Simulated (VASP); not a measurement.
# SrCl2 (Fm-3m) in VASP: further runs

SrCl2 is run at these levels: PBE; tasks: single point, relaxation of cell and atoms.

All numbers are computed with VASP 6.6.1; they aren't measurements. Logs are shortened: lines on timing, memory, paths and dates and some standing lists are left out, and cuts for length are marked.

**1. The cell of the first run**

Symmetry: Fm-3m, No. 225, cubic system. Conventional cell: a = 7.039 Å, b = 7.039 Å, c = 7.039 Å, α = 90.00°, β = 90.00°, γ = 90.00°. Within 4.0 Å of Sr (site symmetry m-3m) lie 8 Cl at 3.05 Å. Within 4.0 Å of Cl (site symmetry -43m) lie 4 Sr at 3.05 Å and 6 Cl at 3.52 Å.

**2. Single point, PBE**

INCAR reads:

```
SYSTEM = SrCl2
PREC = Accurate
ENCUT = 520
EDIFF = 1E-6
ISMEAR = 0
SIGMA = 0.02
LREAL = .False.
LASPH = .True.
NELM = 100
ALGO = Normal
ISIF = 2
LWAVE = .False.
LCHARG = .False.
GGA = PE
NBANDS = 19
```

KPOINTS reads:

```
Automatic mesh
0
Gamma
  6 6 6
  0 0 0
```

POSCAR reads:

```
SrCl2
1.0
    0.0000000000      3.5193855745      3.5193855745
    3.5193855745      0.0000000000      3.5193855745
    3.5193855745      3.5193855745      0.0000000000
Sr Cl
1 2
Direct
    0.0000000000      0.0000000000      0.0000000000
    0.7500000000      0.7500000000      0.7500000000
    0.2500000000      0.2500000000      0.2500000000
```

Potentials or basis: VASP PAW PBE potentials, release 64 (Sr_sv, Cl).

On the command line:

```
$ cat potpaw_PBE.64/Sr_sv/POTCAR potpaw_PBE.64/Cl/POTCAR > POTCAR
$ mpirun -np 1 vasp_std > vasp.out
```

OUTCAR:

```text
SYSTEM = SrCl2
   PREC = Accurate
   ENCUT = 520
   EDIFF = 1E-6
   ISMEAR = 0
   LREAL = .False.
   LASPH = .True.
   NELM = 100
   ISIF = 2
   GGA = PE

 ion  position               nearest neighbor table
   1  0.000  0.000  0.000-   2 3.05   2 3.05   2 3.05   2 3.05   3 3.05   3 3.05   3 3.05   3 3.05

   2  0.750  0.750  0.750-   1 3.05   1 3.05   1 3.05   1 3.05
   3  0.250  0.250  0.250-   1 3.05   1 3.05   1 3.05   1 3.05

  LATTYP: Found a face centered cubic cell.
 ALAT       =     7.0387711490

  Lattice vectors:

 A1 = (   0.0000000000,   3.5193855745,   3.5193855745)
 A2 = (   3.5193855745,   0.0000000000,   3.5193855745)
 A3 = (   3.5193855745,   3.5193855745,   0.0000000000)

Analysis of symmetry for initial positions (statically):
=====================================================================
 Subroutine PRICEL returns:
 Original cell was already a primitive cell.

 Routine SETGRP: Setting up the symmetry group for a
 face centered cubic supercell.

 Subroutine GETGRP returns: Found 48 space group operations
 (whereof 48 operations were pure point group operations)
 out of a pool of 48 trial point group operations.

The static configuration has the point symmetry O_h .

Analysis of symmetry for dynamics (positions and initial velocities):
=====================================================================
 Subroutine PRICEL returns:
 Original cell was already a primitive cell.

 Routine SETGRP: Setting up the symmetry group for a
 face centered cubic supercell.

 Subroutine GETGRP returns: Found 48 space group operations
 (whereof 48 operations were pure point group operations)
 out of a pool of 48 trial point group operations.

The dynamic configuration has the point symmetry O_h .

 Subroutine INISYM returns: Found 48 space group operations
 (whereof 48 operations are pure point group operations),
 and found     1 'primitive' translations

----------------------------------------------------------------------------------------

                                     Primitive cell

  volume of cell :      87.1827

  direct lattice vectors                    reciprocal lattice vectors
     0.000000000  3.519385574  3.519385574    -0.142070253  0.142070253  0.142070253
     3.519385574  0.000000000  3.519385574     0.142070253 -0.142070253  0.142070253
     3.519385574  3.519385574  0.000000000     0.142070253  0.142070253 -0.142070253

  length of vectors
     4.977162811  4.977162811  4.977162811     0.246072897  0.246072897  0.246072897

  position of ions in fractional coordinates (direct lattice)
[... 72 lines left out ...]
   EDIFF  = 0.1E-05   stopping-criterion for ELM
   LREAL  =      F    real-space projection
   EDIFFG = 0.1E-04   stopping-criterion for IOM
   NSW    =      0    number of steps for IOM
   IBRION =     -1    ionic relax: 0-MD 1-quasi-New 2-CG
   NFREE  =      0    steps in history (QN), initial steepest desc. (CG)
   ISIF   =      2    stress and relaxation
   ISYM   =      2    0-nonsym 1-usesym 2-fastsym
   POTIM  = 0.5000    time-step for ionic-motion
   TEBEG  =    0.0;   TEEND  =   0.0 temperature during run
   PSTRESS=    0.0 pullay stress
   NELECT =      24.0000    total number of electrons
   NUPDOWN=      -1.0000    fix difference up-down
   EMIN   =  10.00;   EMAX   =-10.00  energy-range for DOS
   EFERMI =   0.00;   METHOD = LEGACY
   ISMEAR =     0;   SIGMA  =   0.02  broadening in eV -4-tet -1-fermi 0-gaus
   EFERMI_NEDOS =   21; number of points for ismear=-14 and -15
   IALGO  =     38    algorithm
   IMIX   =      4    mixing-type and parameters
     AMIX     =   0.40;   BMIX     =  1.00
     AMIX_MAG =   1.60;   BMIX_MAG =  1.00
  volume/ion in A,a.u.               =      29.06       196.11
  Fermi-wavevector in a.u.,A,eV,Ry     =   1.064964  2.012491 15.431034  1.134149
  Thomas-Fermi vector in A             =   2.200500
   LORBIT       =      0    0 simple, 1 ext, 2 COOP (PROOUT), +10 PAW based schemes
   GGA     = PE    functional components
   LHFCALC =     F    Hartree Fock is set to
   AEXX    =    0.0000 exact exchange contribution
   IVDW    =     0    specifies the selected vdW correction
   LEPSILON=     F    determine dielectric tensor
   LRPA    =     F    only Hartree local field effects (RPA)
 non-spin polarized calculation
 Gauss-broadening in eV      SIGMA  =   0.02
  energy-cutoff  :      520.00
  volume of cell :       87.18
 maximum number of plane-waves:      2397
 NGX is ok and might be reduce to    40
   NGX = 19   NGY = 19   NGZ = 19

 number of electron      23.9999999 magnetization

 Free energy of the ion-electron system (eV)
  ---------------------------------------------------
  ext. energy  EPLUGINS =         0.00000000
  ---------------------------------------------------
  free energy    TOTEN  =       -12.79134142 eV

  energy without entropy =      -12.79134142  energy(sigma->0) =      -12.79134142

 E-fermi :   0.0871     XC(G=0):  -8.1691

 val. band max:       -0.0188827342   @ k =   0.5000   0.5000   0.0000
 cond. band min:       5.2168692747   @ k =   0.0000   0.0000   0.0000
 fundamental gap:      5.2357520089
 Fermi energy:         0.0870579711

 k-point     1 :       0.0000    0.0000    0.0000
  band No.  band energies     occupation
      1     -32.9948      2.00000
      2     -14.9751      2.00000
      3     -14.9751      2.00000
      4     -14.9751      2.00000
      5     -13.2432      2.00000
      6     -12.4462      2.00000
[... 329 lines left out ...]
      6     -12.6042      2.00000
[... 11 lines left out ...]
     18       9.3472      0.00000
     19       9.8390      0.00000

------------------------ aborting loop because EDIFF is reached ----------------------------------------

  FORCE on cell =-STRESS in cart. coord.  units (eV):
  Direction    XX          YY          ZZ          XY          YZ          ZX
  --------------------------------------------------------------------------------------
  -------------------------------------------------------------------------------------
  Total        0.0591910      0.0591910      0.0591910     -0.0000000      0.0000000      0.0000000
  in kB        1.0877658      1.0877658      1.0877658     -0.0000000      0.0000000      0.0000000
  external PRESSURE =       1.0877658 kB  Pullay stress =       0.0000000 kB

 VOLUME and BASIS-vectors are now :
 -----------------------------------------------------------------------------
  energy-cutoff  :      520.00
  volume of cell :       87.18
      direct lattice vectors                 reciprocal lattice vectors
     0.000000000  3.519385574  3.519385574    -0.142070253  0.142070253  0.142070253
     3.519385574  0.000000000  3.519385574     0.142070253 -0.142070253  0.142070253
     3.519385574  3.519385574  0.000000000     0.142070253  0.142070253 -0.142070253

 POSITION                                       TOTAL-FORCE (eV/Angst)
 -----------------------------------------------------------------------------------
      0.00000      0.00000      0.00000        -0.000000     -0.000000     -0.000000
      5.27908      5.27908      5.27908        -0.000000     -0.000000      0.000000
      1.75969      1.75969      1.75969         0.000000      0.000000     -0.000000
 -----------------------------------------------------------------------------------
    total drift:                               -0.000000     -0.000000      0.000000

  FREE ENERGIE OF THE ION-ELECTRON SYSTEM (eV)
  ---------------------------------------------------
  free  energy   TOTEN  =       -12.7913414234 eV

  energy  without entropy=      -12.7913414234  energy(sigma->0) =      -12.79134142
```

OSZICAR:

```text
N       E                     dE             d eps       ncg     rms          rms(c)
DAV:   1     0.142638928264E+03    0.14264E+03   -0.11649E+04   608   0.114E+03
DAV:   2    -0.351663715859E+01   -0.14616E+03   -0.14066E+03   801   0.218E+02
DAV:   3    -0.127232529653E+02   -0.92066E+01   -0.91769E+01   789   0.556E+01
DAV:   4    -0.130748871022E+02   -0.35163E+00   -0.35114E+00  1013   0.940E+00
DAV:   5    -0.130781064850E+02   -0.32194E-02   -0.32193E-02   841   0.832E-01    0.122E+01
DAV:   6    -0.127725960905E+02    0.30551E+00   -0.61832E-01   707   0.437E+00    0.786E+00
DAV:   7    -0.127814796356E+02   -0.88835E-02   -0.35816E-01   814   0.357E+00    0.218E+00
DAV:   8    -0.127888624074E+02   -0.73828E-02   -0.53260E-02   702   0.128E+00    0.393E-01
DAV:   9    -0.127898680197E+02   -0.10056E-02   -0.21027E-03   778   0.266E-01    0.141E-01
DAV:  10    -0.127912286200E+02   -0.13606E-02   -0.98231E-04   658   0.182E-01    0.341E-02
DAV:  11    -0.127913188195E+02   -0.90199E-04   -0.59405E-05   796   0.437E-02    0.414E-02
DAV:  12    -0.127913396733E+02   -0.20854E-04   -0.20398E-05   658   0.230E-02    0.358E-03
DAV:  13    -0.127913414447E+02   -0.17713E-05   -0.19305E-06   719   0.758E-03    0.430E-03
DAV:  14    -0.127913414234E+02    0.21282E-07   -0.40873E-07   510   0.420E-03
   1 F= -.12791341E+02 E0= -.12791341E+02  d E =-.102196E-15
```

Run time: 72 s. Hardware: 1 thread of AMD EPYC 7R13 (Zen 3), shared host; peak memory 0.2 GiB.

What came out:

```
Free energy            : -12.7913 eV
Pressure               : 0.1 GPa
Band gap on the k mesh : 5.24 eV, indirect (least direct gap 5.52 eV)
```

Levels at points of the mesh, in eV from the valence-band top:
```csv
k point,band 9,band 10,band 11,band 12,band 13,band 14,band 15,band 16
"(0.00, 0.00, 0.00)",-2.04,-0.33,-0.33,-0.33,5.24,6.10,6.10,8.99
"(0.50, 0.00, 0.00)",-1.45,-1.27,-1.01,-1.01,6.69,6.69,7.41,7.83
"(0.50, 0.50, 0.00)",-1.82,-0.38,-0.38,0.00,5.52,6.97,7.53,7.92
```

**3. Relaxation of cell and atoms, PBE**

This run uses another cell than the first one, of 28.58 Å³/atom, 0.983 times its volume.

INCAR reads:

```
PREC = Accurate
ENCUT = 600
EDIFF = 1E-6
ISMEAR = 0
SIGMA = 0.02
LREAL = False
LASPH = True
NELM = 60
ALGO = Normal
ISIF = 3
LWAVE = False
LCHARG = False
GGA = PE
IBRION = 2
NSW = 100
EDIFFG = -0.01
```

KPOINTS reads:

```
Automatic mesh
0
Gamma
  6 6 6
```

POSCAR reads:

```
SrCl2
1.0
    0.0000000000      3.4997472800      3.4997472800
    3.4997472800      0.0000000000      3.4997472800
    3.4997472800      3.4997472800      0.0000000000
Sr Cl
1 2
Direct
    0.0000000000      0.0000000000      0.0000000000
    0.7500000000      0.7500000000      0.7500000000
    0.2500000000      0.2500000000      0.2500000000
```

Potentials or basis: VASP PAW PBE potentials, release 64 (Sr_sv, Cl).

On the command line:

```
$ cat potpaw_PBE.64/Sr_sv/POTCAR potpaw_PBE.64/Cl/POTCAR > POTCAR
$ mpirun -np 1 vasp_std > vasp.out
```

It took 2.9 min on 1 thread of AMD EPYC 7R13 (Zen 3), shared host; peak memory 0.21 GiB.

It converged, with:

```yaml
Free_energy: -12.7917 eV
Relaxed_volume: 29.18 Å³/atom
Relaxed_cell: a = 4.984 Å, b = 4.984 Å, c = 4.984 Å, α = 60.00°, β = 60.00°, γ = 60.00°
Space_group_after_relaxing_to_0.05_Å: Fm-3m (No. 225)
Energy_gained_by_relaxing: 1.4 meV/atom
Ionic_steps: 3
Pressure_after_relaxing: 0.0 GPa
Band_gap_on_the_k_mesh: 5.22 eV, indirect (least direct gap 5.52 eV)
```

Step by step:
| step | energy change (eV) | largest force (eV/Å) | pressure (GPa) | volume (Å³) |
| --- | --- | --- | --- | --- |
| 1 | 0.0000 | 0.0000 | 0.74 | 85.73 |
| 2 | -0.0041 | 0.0000 | 0.07 | 87.38 |
| 3 | -0.0042 | 0.0000 | 0.00 | 87.55 |

Final structure:
```
Sr Cl
1.0
     0.00000    3.52438    3.52438
     3.52438    0.00000    3.52438
     3.52438    3.52438    0.00000
Sr Cl
1 2
Direct
  0.00000 0.00000 0.00000
  0.75000 0.75000 0.75000
  0.25000 0.25000 0.25000
```

Levels at points of the mesh, in eV from the valence-band top:
```
           k point  band 9  band 10  band 11  band 12  band 13  band 14  band 15  band 16
(0.00, 0.00, 0.00)   -2.02    -0.33    -0.33    -0.33     5.22     6.10     6.10     8.98
(0.50, 0.00, 0.00)   -1.44    -1.26    -1.01    -1.01     6.68     6.68     7.40     7.82
(0.50, 0.50, 0.00)   -1.81    -0.38    -0.38     0.00     5.52     6.95     7.52     7.91
```
